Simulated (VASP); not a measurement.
# Sb (Pm-3m) in VASP: a series of runs, part 2 of 2

VASP 6.6.1.

### Step 3. Single point, PBE0

This run uses another cell than the first one, of 30.29 Å³/atom, 1.021 times its volume.

Input file POSCAR:

```
Sb
1.0
    3.1172920620      0.0000000000      0.0000000000
    0.0000000000      3.1172920620      0.0000000000
    0.0000000000      0.0000000000      3.1172920620
Sb
1
Direct
    0.0000000000      0.0000000000      0.0000000000
```

Input file INCAR.step1:

```
SYSTEM = Sb
ALGO     = Normal         ! electronic algorithm
EDIFF    = 1E-5           ! SCF threshold, eV
ENCUT    = 520            ! plane-wave cutoff, eV
GGA      = PE             ! functional
ISIF     = 2              ! what is computed and relaxed
ISMEAR   = -1             ! smearing method
LASPH    = .True.         ! aspherical terms in the spheres
LCHARG   = .False.        ! write CHGCAR
LREAL    = .False.        ! projectors in reciprocal space
LWAVE    = .True.         ! write WAVECAR
NBANDS   = 8              ! bands
NELM     = 100            ! most SCF steps
PREC     = Accurate       ! precision mode
SIGMA    = 0.05           ! smearing width, eV
```

Input file INCAR.step2:

```
SYSTEM = Sb
AEXX     = 0.25           ! exact-exchange fraction
ALGO     = Normal         ! electronic algorithm
EDIFF    = 1E-6           ! SCF threshold, eV
ENCUT    = 520            ! plane-wave cutoff, eV
GGA      = PE             ! functional
ISIF     = 2              ! what is computed and relaxed
ISMEAR   = -1             ! smearing method
ISTART   = 1            
LASPH    = .True.         ! aspherical terms in the spheres
LCHARG   = .False.        ! write CHGCAR
LHFCALC  = .True.         ! exact exchange
LREAL    = .False.        ! projectors in reciprocal space
LWAVE    = .False.        ! write WAVECAR
NBANDS   = 8              ! bands
NELM     = 100            ! most SCF steps
PREC     = Accurate       ! precision mode
PRECFOCK = Normal       
SIGMA    = 0.05           ! smearing width, eV
```

Input file KPOINTS:

```
k-points
0
Gamma
  4 4 4
  0 0 0
```

Potentials or basis: VASP PAW PBE potentials, release 64 (Sb).

On the command line:

```sh
cat potpaw_PBE.64/Sb/POTCAR > POTCAR
cp INCAR.step1 INCAR
mpirun -np 1 vasp_std > vasp.out
cp INCAR.step2 INCAR
mpirun -np 1 vasp_std > vasp.out
```

It took 1.8 min on 1 thread of AMD EPYC 7R13, shared host; peak memory 0.11 GiB.

The run converged. Its results:

| Item | Value |
| --- | --- |
| Free energy | -5.1559 eV |
| Pressure | -5.0 GPa |

Levels at points of the mesh, in eV from the Fermi level:
```csv
k point,band 1,band 2,band 3,band 4,band 5
"(0.00, 0.00, 0.00)",-14.53,3.60,3.60,3.60,7.28
"(0.50, 0.00, 0.00)",-11.88,-7.11,5.85,5.85,9.48
"(0.50, 0.50, 0.00)",-8.94,-4.77,-4.77,2.52,8.06
"(0.50, 0.50, 0.50)",-5.64,-2.64,-2.64,-2.64,5.29
```

Caveat: the k points lie up to 0.50 Å⁻¹ apart; the PAW data sets were made with another functional, which shifts forces and pressure a little; spin-orbit coupling is left out, which moves the levels of the heavy elements.

### Step 4. Single point, PBE0

This run uses another cell than the first one, of 30.92 Å³/atom, 1.043 times its volume.

Input file POSCAR:

```
Sb
1.0
    3.1387913073      0.0000000000      0.0000000000
    0.0000000000      3.1387913073      0.0000000000
    0.0000000000      0.0000000000      3.1387913073
Sb
1
Direct
    0.0000000000      0.0000000000      0.0000000000
```

INCAR.step1: that of step 3 with these lines changed.

```diff
@@ -7,6 +7,6 @@
 ISMEAR   = -1             ! smearing method
-LASPH    = .True.         ! aspherical terms in the spheres
-LCHARG   = .False.        ! write CHGCAR
-LREAL    = .False.        ! projectors in reciprocal space
-LWAVE    = .True.         ! write WAVECAR
+LASPH    = .TRUE.         ! aspherical terms in the spheres
+LCHARG   = .FALSE.        ! write CHGCAR
+LREAL    = .FALSE.        ! projectors in reciprocal space
+LWAVE    = .TRUE.         ! write WAVECAR
 NBANDS   = 8              ! bands
```

INCAR.step2: that of step 3 with these lines changed.

```diff
@@ -9,7 +9,7 @@
 ISTART   = 1            
-LASPH    = .True.         ! aspherical terms in the spheres
-LCHARG   = .False.        ! write CHGCAR
-LHFCALC  = .True.         ! exact exchange
-LREAL    = .False.        ! projectors in reciprocal space
-LWAVE    = .False.        ! write WAVECAR
+LASPH    = .TRUE.         ! aspherical terms in the spheres
+LCHARG   = .FALSE.        ! write CHGCAR
+LHFCALC  = .TRUE.         ! exact exchange
+LREAL    = .FALSE.        ! projectors in reciprocal space
+LWAVE    = .FALSE.        ! write WAVECAR
 NBANDS   = 8              ! bands
```

Input file KPOINTS:

```
k-points
0
G
  4 4 4
  0 0 0
```

On the command line:

```sh
cat potpaw_PBE.64/Sb/POTCAR > POTCAR
cp INCAR.step1 INCAR
mpirun -np 1 vasp_std > vasp.out
cp INCAR.step2 INCAR
mpirun -np 1 vasp_std > vasp.out
```

It took 97 s on 1 thread of AMD EPYC 7R13, shared host; peak memory 0.11 GiB.

It converged, with:

```
Free energy : -5.1344 eV
Pressure    : -5.9 GPa
```

Levels at points of the mesh, in eV from the Fermi level:
```
           k point  band 1  band 2  band 3  band 4  band 5  band 6  band 7
(0.00, 0.00, 0.00)  -14.35    3.56    3.56    3.56    7.28    7.28    8.65
(0.50, 0.00, 0.00)  -11.78   -6.94    5.73    5.73    9.44   11.31   12.02
(0.50, 0.50, 0.00)   -8.94   -4.66   -4.66    2.61    7.86   13.31   13.90
(0.50, 0.50, 0.50)   -5.76   -2.58   -2.58   -2.58    5.33    5.33    5.33
```

Caveat: the k points lie up to 0.50 Å⁻¹ apart; the PAW data sets were made with another functional, which shifts forces and pressure a little; spin-orbit coupling is left out, which moves the levels of the heavy elements.

### Step 5. Single point, PBE0

This run uses another cell than the first one, of 31.55 Å³/atom, 1.064 times its volume.

Input file POSCAR:

```
Sb
1.0
    3.1600000000      0.0000000000      0.0000000000
    0.0000000000      3.1600000000      0.0000000000
    0.0000000000      0.0000000000      3.1600000000
Sb
1
Direct
    0.0000000000      0.0000000000      0.0000000000
```

Input file INCAR.step1:

```
SYSTEM = Sb
PREC     = Accurate       ! precision mode
ENCUT    = 520            ! plane-wave cutoff, eV
EDIFF    = 1E-5           ! SCF threshold, eV
ISMEAR   = -1             ! smearing method
SIGMA    = 0.05           ! smearing width, eV
LREAL    = .FALSE.        ! projectors in reciprocal space
LASPH    = .TRUE.         ! aspherical terms in the spheres
NELM     = 80             ! most SCF steps
ALGO     = Normal         ! electronic algorithm
ISIF     = 2              ! what is computed and relaxed
LWAVE    = .TRUE.         ! write WAVECAR
LCHARG   = .FALSE.        ! write CHGCAR
GGA      = PE             ! functional
NBANDS   = 8              ! bands
```

Input file INCAR.step2:

```
SYSTEM = Sb
PREC     = Accurate       ! precision mode
ENCUT    = 520            ! plane-wave cutoff, eV
EDIFF    = 1E-6           ! SCF threshold, eV
ISMEAR   = -1             ! smearing method
SIGMA    = 0.05           ! smearing width, eV
LREAL    = .FALSE.        ! projectors in reciprocal space
LASPH    = .TRUE.         ! aspherical terms in the spheres
NELM     = 80             ! most SCF steps
ALGO     = Normal         ! electronic algorithm
ISIF     = 2              ! what is computed and relaxed
LWAVE    = .FALSE.        ! write WAVECAR
LCHARG   = .FALSE.        ! write CHGCAR
GGA      = PE             ! functional
LHFCALC  = .TRUE.         ! exact exchange
AEXX     = 0.25           ! exact-exchange fraction
PRECFOCK = Normal       
ISTART   = 1            
NBANDS   = 8              ! bands
```

Input file KPOINTS:

```
regular mesh
0
G
  4 4 4
  0 0 0
```

On the command line:

```sh
cat potpaw_PBE.64/Sb/POTCAR > POTCAR
cp INCAR.step1 INCAR
mpirun -np 1 vasp_std > vasp.out
cp INCAR.step2 INCAR
mpirun -np 1 vasp_std > vasp.out
```

It took 1.7 min on 1 thread of AMD EPYC 7R13, shared host; peak memory 0.11 GiB.

Results (log left out):

```
Free energy : -5.1098 eV
Pressure    : -6.6 GPa
```

Levels at points of the mesh, in eV from the Fermi level:
```csv
k point,band 1,band 2,band 3,band 4,band 5
"(0.00, 0.00, 0.00)",-14.18,3.51,3.51,3.51,7.27
"(0.50, 0.00, 0.00)",-11.69,-6.78,5.62,5.62,9.40
"(0.50, 0.50, 0.00)",-8.93,-4.55,-4.55,2.69,7.67
"(0.50, 0.50, 0.50)",-5.87,-2.52,-2.52,-2.52,5.37
```

Caveat: the k points lie up to 0.50 Å⁻¹ apart; the PAW data sets were made with another functional, which shifts forces and pressure a little; spin-orbit coupling is left out, which moves the levels of the heavy elements.

### Step 6. Single point, PBE0

This run uses another cell than the first one, of 32.19 Å³/atom, 1.085 times its volume.

Input file POSCAR:

```
Sb
1.0
    3.1809277622      0.0000000000      0.0000000000
    0.0000000000      3.1809277622      0.0000000000
    0.0000000000      0.0000000000      3.1809277622
Sb
1
Direct
    0.0000000000      0.0000000000      0.0000000000
```

Input file INCAR.step1:

```
  PREC = Accurate
  ENCUT = 520
  EDIFF = 1E-5
  ISMEAR = -1
  SIGMA = 0.05
  LREAL = False
  LASPH = True
  NELM = 80
  ALGO = Normal
  ISIF = 2
  LWAVE = True
  GGA = PE
  NBANDS = 8
```

Input file INCAR.step2:

```
  PREC = Accurate
  ENCUT = 520
  EDIFF = 1E-6
  ISMEAR = -1
  SIGMA = 0.05
  LREAL = False
  LASPH = True
  NELM = 80
  ALGO = Normal
  ISIF = 2
  LWAVE = False
  LCHARG = True
  GGA = PE
  LHFCALC = True
  AEXX = 0.25
  PRECFOCK = Normal
  LELF = True
  LVHAR = True
  ISTART = 1
  NBANDS = 8
```

Input file KPOINTS:

```
Automatic mesh
0
Gamma
  4 4 4
```

Potentials or basis: VASP PAW PBE potentials, release 64 (Sb).

On the command line:

```sh
cat potpaw_PBE.64/Sb/POTCAR > POTCAR
cp INCAR.step1 INCAR
mpirun -np 1 vasp_std > vasp.out
cp INCAR.step2 INCAR
mpirun -np 1 vasp_std > vasp.out
```

Run time: 77 s. Hardware: 1 thread of AMD EPYC 7R13, shared host; peak memory 0.11 GiB.

The run converged. Its results:

```
Free energy : -5.0823 eV
Pressure    : -7.3 GPa
```

Levels at points of the mesh, in eV from the Fermi level:
```tsv
k point	band 1	band 2	band 3	band 4	band 5	band 6
(0.00, 0.00, 0.00)	-14.02	3.46	3.46	3.46	7.27	7.27
(0.50, 0.00, 0.00)	-11.60	-6.63	5.51	5.51	9.36	11.20
(0.50, 0.50, 0.00)	-8.93	-4.44	-4.44	2.77	7.48	13.02
(0.50, 0.50, 0.50)	-5.98	-2.46	-2.46	-2.46	5.41	5.41
```

Caveat: the k points lie up to 0.49 Å⁻¹ apart; the PAW data sets were made with another functional, which shifts forces and pressure a little; spin-orbit coupling is left out, which moves the levels of the heavy elements.

### Step 7. The runs side by side

| cell | gap on the mesh (eV) | pressure (GPa) |
| --- | --- | --- |
| a = 3.095 Å, 1 atom | none | -4.0 |
| a = 3.117 Å, 1 atom | none | -5.0 |
| a = 3.139 Å, 1 atom | none | -5.9 |
| a = 3.160 Å, 1 atom | none | -6.6 |
| a = 3.181 Å, 1 atom | none | -7.3 |

Alike in all rows: task single point; level PBE0; potentials or basis VASP PAW PBE potentials, release 64 (Sb); no spin polarisation; k mesh 4 × 4 × 4; cutoff (eV) 520; smearing fermi-dirac 0.05 eV.

Caveats: all runs use coarse meshes; the PAW data sets were made with another functional, which shifts forces and pressure a little; spin-orbit coupling is left out, which moves the levels of the heavy elements.

Total energies depend on the potentials used, so only differences within one code and one set of settings carry meaning.
